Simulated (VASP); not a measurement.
# C in VASP: a series of runs, part 2 of 2

VASP 6.6.1.

## 3. Relaxation of the atoms, PBE+D3(BJ)

INCAR

```
ALGO     = Normal         # electronic algorithm
DIPOL    = 0.5 0.5 0.500
EDIFF    = 1E-6           # SCF threshold, eV
EDIFFG   = -0.03          # ionic threshold
ENCUT    = 520            # plane-wave cutoff, eV
GGA      = PE             # functional
IBRION   = 2              # ionic algorithm
IDIPOL   = 3            
ISIF     = 2              # what is computed and relaxed
ISMEAR   = 0              # smearing method
IVDW     = 12             # dispersion correction
LASPH    = T              # aspherical terms in the spheres
LCHARG   = F              # write CHGCAR
LDIPOL   = T            
LREAL    = F              # projectors in reciprocal space
LUSENCCL = F            
LWAVE    = F              # write WAVECAR
NELM     = 60             # most SCF steps
NSW      = 90             # ionic steps
PREC     = Accurate       # precision mode
SIGMA    = 0.1            # smearing width, eV
```

KPOINTS

```
k-points
0
Gamma
  12 12 1
```

POSCAR

```
C
1.0
    2.4652678563      0.0000000000      0.0000000000
   -1.2326339282      2.1349845907      0.0000000000
    0.0000000000      0.0000000000     61.4401690593
C
8
Selective dynamics
Direct
    0.0000000000      0.0000000000      0.1383459735  F F F
    0.6666666667      0.3333333333      0.1383539356  F F F
    0.0000000000      0.0000000000      0.4722948460  F F F
    0.3333333333      0.6666666667      0.4722868839  F F F
    0.0000000000      0.0000000000      0.5277051540  T T T
    0.6666666667      0.3333333333      0.5277131161  T T T
    0.3333333333      0.6666666667      0.8616460644  T T T
    0.0000000000      0.0000000000      0.8616540265  T T T
```

Potentials or basis: VASP PAW PBE potentials, release 64 (C).

Started as:

```bash
cat potpaw_PBE.64/C/POTCAR > POTCAR
mpirun -np 1 vasp_std > vasp.out
```

OUTCAR:

```text
EDIFF = 1E-6
   EDIFFG = -0.03
   ENCUT = 520
   GGA = PE
   IBRION = 2
   ISIF = 2
   ISMEAR = 0
   IVDW = 12
   LASPH = T
   LREAL = F
   NELM = 60
   NSW = 90
   PREC = Accurate
 IVDW          = 12

 ion  position               nearest neighbor table
   1  0.000  0.000  0.138-   2 1.42   2 1.42   2 1.42
   2  0.667  0.333  0.138-   1 1.42   1 1.42   1 1.42
   3  0.000  0.000  0.472-   4 1.42   4 1.42   4 1.42
   4  0.333  0.667  0.472-   3 1.42   3 1.42   3 1.42
   5  0.000  0.000  0.528-   6 1.42   6 1.42   6 1.42
   6  0.667  0.333  0.528-   5 1.42   5 1.42   5 1.42
   7  0.333  0.667  0.862-   8 1.42   8 1.42   8 1.42
   8  0.000  0.000  0.862-   7 1.42   7 1.42   7 1.42

  LATTYP: Found a hexagonal cell.
 ALAT       =     2.4652678563
 C/A-ratio  =    24.9223097207

  Lattice vectors:

 A1 = (   2.4652678563,   0.0000000000,   0.0000000000)
 A2 = (  -1.2326339282,   2.1349845907,   0.0000000000)
 A3 = (   0.0000000000,   0.0000000000,  61.4401690593)

Analysis of symmetry for initial positions (statically):
=====================================================================
 Subroutine PRICEL returns:
 Original cell was already a primitive cell.

 Routine SETGRP: Setting up the symmetry group for a
 hexagonal supercell.

 Subroutine GETGRP returns: Found 12 space group operations
 (whereof 12 operations were pure point group operations)
 out of a pool of 24 trial point group operations.

The static configuration has the point symmetry D_3d.

Analysis of symmetry for dynamics (positions and initial velocities):
=====================================================================
 Subroutine PRICEL returns:
 Original cell was already a primitive cell.

 Routine SETGRP: Setting up the symmetry group for a
 hexagonal supercell.

 Subroutine GETGRP returns: Found 12 space group operations
 (whereof 12 operations were pure point group operations)
 out of a pool of 24 trial point group operations.

The dynamic configuration has the point symmetry D_3d.

Analysis of constrained symmetry for selective dynamics:
=====================================================================
 Subroutine PRICEL returns:
 Original cell was already a primitive cell.

 Routine SETGRP: Setting up the symmetry group for a
 hexagonal supercell.

 Subroutine GETGRP returns: Found  6 space group operations
 (whereof  6 operations were pure point group operations)
 out of a pool of 24 trial point group operations.

The constrained configuration has the point symmetry C_3v.

 Subroutine INISYM returns: Found  6 space group operations
 (whereof  6 operations are pure point group operations),
 and found     1 'primitive' translations

----------------------------------------------------------------------------------------

                                     Primitive cell

  volume of cell :     323.3786

  direct lattice vectors                    reciprocal lattice vectors
     2.465267856  0.000000000  0.000000000     0.405635435  0.234193728 -0.000000000
    -1.232633928  2.134984591  0.000000000     0.000000000  0.468387456  0.000000000
[... 76 lines left out ...]
   dimension x,y,z NGX =    18 NGY =   18 NGZ =  480
   dimension x,y,z NGXF=    36 NGYF=   36 NGZF=  960
   ions per type =               8
   NGX,Y,Z   is equivalent  to a cutoff of  12.14, 12.14, 12.99 a.u.
   NGXF,Y,Z  is equivalent  to a cutoff of  24.28, 24.28, 25.98 a.u.
 SYSTEM =  unknown system
   PREC   = accura    normal or accurate (medium, high low for compatibility)
   ISTART =      0    job   : 0-new  1-cont  2-samecut
   ICHARG =      2    charge: 1-file 2-atom 10-const
   ISPIN  =      1    spin polarized calculation?
   LNONCOLLINEAR =      F non collinear calculations
   LSORBIT =      F    spin-orbit coupling
   LASPH  =      T    aspherical Exc in radial PAW
   ENCUT  =  520.0 eV  38.22 Ry    6.18 a.u.   4.58  4.58114.24*2*pi/ulx,y,z
   NELM   =     60;   NELMIN=  2; NELMDL= -5     # of ELM steps
   EDIFF  = 0.1E-05   stopping-criterion for ELM
   LREAL  =      F    real-space projection
   EDIFFG = -.3E-01   stopping-criterion for IOM
   NSW    =     90    number of steps for IOM
   IBRION =      2    ionic relax: 0-MD 1-quasi-New 2-CG
   NFREE  =      1    steps in history (QN), initial steepest desc. (CG)
   ISIF   =      2    stress and relaxation
   ISYM   =      2    0-nonsym 1-usesym 2-fastsym
   POTIM  = 0.5000    time-step for ionic-motion
   TEBEG  =    0.0;   TEEND  =   0.0 temperature during run
   PSTRESS=    0.0 pullay stress
   NELECT =      32.0000    total number of electrons
   NUPDOWN=      -1.0000    fix difference up-down
   EMIN   =  10.00;   EMAX   =-10.00  energy-range for DOS
   EFERMI =   0.00;   METHOD = LEGACY
   ISMEAR =     0;   SIGMA  =   0.10  broadening in eV -4-tet -1-fermi 0-gaus
   EFERMI_NEDOS =   21; number of points for ismear=-14 and -15
   IALGO  =     38    algorithm
   IMIX   =      4    mixing-type and parameters
     AMIX     =   0.40;   BMIX     =  1.00
     AMIX_MAG =   1.60;   BMIX_MAG =  1.00
  volume/ion in A,a.u.               =      40.42       272.78
  Fermi-wavevector in a.u.,A,eV,Ry     =   0.757218  1.430935  7.801301  0.573379
  Thomas-Fermi vector in A             =   1.855515
   LORBIT       =      0    0 simple, 1 ext, 2 COOP (PROOUT), +10 PAW based schemes
   GGA     = PE    functional components
   LHFCALC =     F    Hartree Fock is set to
   AEXX    =    0.0000 exact exchange contribution
   IVDW    =    12    specifies the selected vdW correction
   LEPSILON=     F    determine dielectric tensor
   LRPA    =     F    only Hartree local field effects (RPA)
 conjugate gradient relaxation of ions
 non-spin polarized calculation
 Gauss-broadening in eV      SIGMA  =   0.10
  energy-cutoff  :      520.00
  volume of cell :      323.38
 maximum number of plane-waves:      8816
   NGX =  9   NGY =  9   NGZ =229

 dipolmoment           0.000000      0.000000     -0.000002 electrons x Angstroem

 number of electron      31.9999990 magnetization

 dipolmoment           0.000000      0.000000      0.000001 electrons x Angstroem

 Free energy of the ion-electron system (eV)
  ---------------------------------------------------
  ext. energy  EPLUGINS =         0.00000000
  ---------------------------------------------------
  free energy    TOTEN  =       -73.76570933 eV

  energy without entropy =      -73.76100764  energy(sigma->0) =      -73.76335849

 E-fermi :  -2.2968     XC(G=0):  -2.6909

 val. band max:       -2.2970890929   @ k =   0.3333   0.3333   0.0000
 cond. band min:      -2.2966803167   @ k =   0.3333   0.3333   0.0000
 fundamental gap:      0.0004087762
 Fermi energy:        -2.2968062766

 k-point     1 :       0.0000    0.0000    0.0000
  band No.  band energies     occupation
      1     -21.8795      2.00000
      2     -21.8263      2.00000
      3     -21.8262      2.00000
      4     -21.7454      2.00000
      5     -10.3502      2.00000
      6      -9.9198      2.00000
[... 445 lines left out ...]
     20      -1.9794      0.00001
     21       8.2790      0.00000

------------------------ aborting loop because EDIFF is reached ----------------------------------------

 vacuum level on the upper side and lower side of the slab       (xc-potential included)        -0.027        -0.025

 Edisp (eV)   -0.82866

 E8    (eV) :    -0.2527

  FORCE on cell =-STRESS in cart. coord.  units (eV):
  Direction    XX          YY          ZZ          XY          YZ          ZX
  --------------------------------------------------------------------------------------
  -------------------------------------------------------------------------------------
  Total       0.39786     0.39786    -0.06636    -0.00000     0.00000    -0.00000
  in kB       1.97121     1.97121    -0.32879    -0.00000     0.00000    -0.00000
  external pressure =        1.20 kB  Pullay stress =        0.00 kB

 VOLUME and BASIS-vectors are now :
 -----------------------------------------------------------------------------
  energy-cutoff  :      520.00
  volume of cell :      323.38
      direct lattice vectors                 reciprocal lattice vectors
     2.465267856  0.000000000  0.000000000     0.405635435  0.234193728 -0.000000000
    -1.232633928  2.134984591  0.000000000     0.000000000  0.468387456  0.000000000
     0.000000000  0.000000000 61.440169059     0.000000000 -0.000000000  0.016275997

 POSITION                                       TOTAL-FORCE (eV/Angst)
 -----------------------------------------------------------------------------------
      0.00000      0.00000      8.50000        -0.000000      0.000000      0.008149
      1.23263      0.71166      8.50049        -0.000000      0.000000     -0.008230
      0.00000      0.00000     29.01788        -0.000000      0.000000      0.006785
     -0.00000      1.42332     29.01739        -0.000000      0.000000     -0.000413
      0.00000      0.00000     32.42229         0.000000      0.000000     -0.006787
      1.23263      0.71166     32.42278         0.000000     -0.000000      0.000410
     -0.00000      1.42332     52.93968         0.000000     -0.000000      0.008232
      0.00000      0.00000     52.94017         0.000000      0.000000     -0.008147
 -----------------------------------------------------------------------------------
    total drift:                                0.000000     -0.000000     -0.000033

  FREE ENERGIE OF THE ION-ELECTRON SYSTEM (eV)
  ---------------------------------------------------
  free  energy   TOTEN  =       -74.5943728314 eV

  energy  without entropy=      -74.5896711475  energy(sigma->0) =      -74.59202199

 reached required accuracy - stopping structural energy minimisation

 vacuum level on the upper side and lower side of the slab         1.938         1.938
```

Wall time 86 s (1 × NVIDIA H100 80GB with 1 thread of Intel Xeon Platinum 8481C at 2.70GHz (Sapphire Rapids), shared host); peak memory 1.4 GiB.

What came out:

```yaml
Free_energy: -74.5944 eV
Band_gap_on_the_k_mesh: zero (filled and empty bands touch)
Dispersion_energy_per_atom: -0.104 eV
```

Final structure:
```
C
1.0
     2.46527    0.00000    0.00000
    -1.23263    2.13498    0.00000
     0.00000    0.00000   61.44017
C
8
Direct
  0.00000 0.00000 0.13835
  0.66667 0.33333 0.13835
  0.00000 0.00000 0.47229
  0.33333 0.66667 0.47229
  0.00000 0.00000 0.52771
  0.66667 0.33333 0.52771
  0.33333 0.66667 0.86165
  0.00000 0.00000 0.86165
```

Caveat: the relaxation stopped at its first step, so nothing moved.

## 4. Single point, PBE+D3(BJ)

This run uses another cell than the first one, of 29.16 Å³/atom, 0.721 times its volume.

INCAR

```
SYSTEM = C
ALGO     = Normal         ! electronic algorithm
DIPOL    = 0.5 0.5 0.500
EDIFF    = 1E-6           ! SCF threshold, eV
ENCUT    = 520            ! plane-wave cutoff, eV
GGA      = PE             ! functional
IDIPOL   = 3            
ISIF     = 2              ! what is computed and relaxed
ISMEAR   = 0              ! smearing method
IVDW     = 12             ! dispersion correction
LASPH    = .TRUE.         ! aspherical terms in the spheres
LCHARG   = .FALSE.        ! write CHGCAR
LDIPOL   = .TRUE.       
LREAL    = .FALSE.        ! projectors in reciprocal space
LWAVE    = .FALSE.        ! write WAVECAR
NBANDS   = 26             ! bands
NELM     = 60             ! most SCF steps
PREC     = Accurate       ! precision mode
SIGMA    = 0.1            ! smearing width, eV
```

KPOINTS

```
k-points
0
G
  12 12 1
  0 0 0
```

POSCAR

```
C
1.0
    2.4652678583      0.0000000000      0.0000000000
   -1.2326339292      2.1349845924      0.0000000000
    0.0000000000      0.0000000000     44.3276901314
C
8
Direct
    0.0000000000      0.0000000000      0.1917647675
    0.3333333333      0.6666666667      0.1917537317
    0.0000000000      0.0000000000      0.2685659439
    0.6666666667      0.3333333333      0.2685769797
    0.3333333333      0.6666666667      0.7314230203
    0.0000000000      0.0000000000      0.7314340561
    0.0000000000      0.0000000000      0.8082352325
    0.6666666667      0.3333333333      0.8082462683
```

Started as:

```bash
cat potpaw_PBE.64/C/POTCAR > POTCAR
mpirun -np 1 vasp_std > vasp.out
```

Run time: 1.8 min. Hardware: 1 thread of Intel Xeon 6975P-C (Granite Rapids), shared host; peak memory 0.35 GiB.

It converged, with:

- Free energy: -74.6960 eV
- Largest force: 0.007 eV/Å
- Band gap on the k mesh: zero (filled and empty bands touch)
- Dispersion energy per atom: -0.119 eV

Forces on the atoms (eV/Å):
```
C    0.000  0.000  0.007
C    0.000  0.000 -0.001
C    0.000  0.000 -0.007
C    0.000  0.000  0.000
C    0.000  0.000  0.000
C    0.000  0.000  0.007
C    0.000  0.000 -0.007
C    0.000  0.000  0.001
```

Levels at points of the mesh, in eV from the Fermi level:
```tsv
k point	band 12	band 13	band 14	band 15	band 16	band 17	band 18	band 19	band 20	band 21
(0.00, 0.00, 0.00)	-3.03	-3.02	-3.02	-3.02	-3.02	3.42	3.43	3.77	3.80	4.40
(0.50, 0.00, 0.00)	-6.40	-2.54	-2.54	-2.21	-2.21	1.55	1.55	1.87	1.87	7.30
```

## 5. Single point, PBE+D3(BJ)

This run uses another cell than the first one, of 29.16 Å³/atom, 0.721 times its volume.

INCAR is that of step 4.

KPOINTS is that of step 4.

POSCAR

```
C
1.0
    2.4652678656      0.0000000000      0.0000000000
   -1.2326339328      2.1349845987      0.0000000000
    0.0000000000      0.0000000000     44.3276891475
C
8
Direct
    0.0000000000      0.0000000000      0.1917647717
    0.3333333333      0.6666666667      0.1917537359
    0.0000000000      0.0000000000      0.2685659462
    0.6666666667      0.3333333333      0.2685769819
    0.3333333333      0.6666666667      0.7314230181
    0.0000000000      0.0000000000      0.7314340538
    0.0000000000      0.0000000000      0.8082352283
    0.6666666667      0.3333333333      0.8082462641
```

Started as:

```bash
cat potpaw_PBE.64/C/POTCAR > POTCAR
mpirun -np 1 vasp_std > vasp.out
```

It took 3.5 min on 1 thread of Intel Xeon 6975P-C, shared host; peak memory 0.36 GiB.

It converged, with:

```yaml
Free_energy: -74.6960 eV
Largest_force: 0.007 eV/Å
Band_gap_on_the_k_mesh: zero (filled and empty bands touch)
Dispersion_energy_per_atom: -0.119 eV
```

Forces on the atoms (eV/Å):
```
C    0.000  0.000  0.007
C    0.000  0.000 -0.001
C    0.000  0.000 -0.007
C    0.000  0.000  0.000
C    0.000  0.000  0.000
C    0.000  0.000  0.007
C    0.000  0.000 -0.007
C    0.000  0.000  0.001
```

Levels at points of the mesh, in eV from the Fermi level:
| k point | band 13 | band 14 | band 15 | band 16 | band 17 | band 18 | band 19 | band 20 |
| --- | --- | --- | --- | --- | --- | --- | --- | --- |
| (0.00, 0.00, 0.00) | -3.02 | -3.02 | -3.02 | -3.02 | 3.42 | 3.43 | 3.77 | 3.80 |
| (0.50, 0.00, 0.00) | -2.54 | -2.54 | -2.21 | -2.21 | 1.55 | 1.55 | 1.87 | 1.87 |

## 6. Summary

```tsv
task	cell	atoms held fixed (from 0)	gap on the mesh (eV)	largest force (eV/Å)
single point	a = 2.465, b = 2.465, c = 61.440 Å, angles 90.0, 90.0, 120.0°, 8 atoms	-	none	0.01
relaxation of the atoms	atoms relaxed from a = 2.465, b = 2.465, c = 61.440 Å, angles 90.0, 90.0, 120.0°, 8 atoms	[0, 1, 2, 3]	none	-
single point	a = 2.465, b = 2.465, c = 44.328 Å, angles 90.0, 90.0, 120.0°, 8 atoms	-	none	0.01
```

Alike in all rows: level PBE+D3(BJ); potentials or basis VASP PAW PBE potentials, release 64 (C); no spin polarisation; k mesh 12 × 12 × 1; cutoff (eV) 520; smearing gaussian 0.1 eV.

Caveats: the relaxation stopped at its first step, so nothing moved (some runs).

Absolute energies hang on the potentials; compare differences alone.
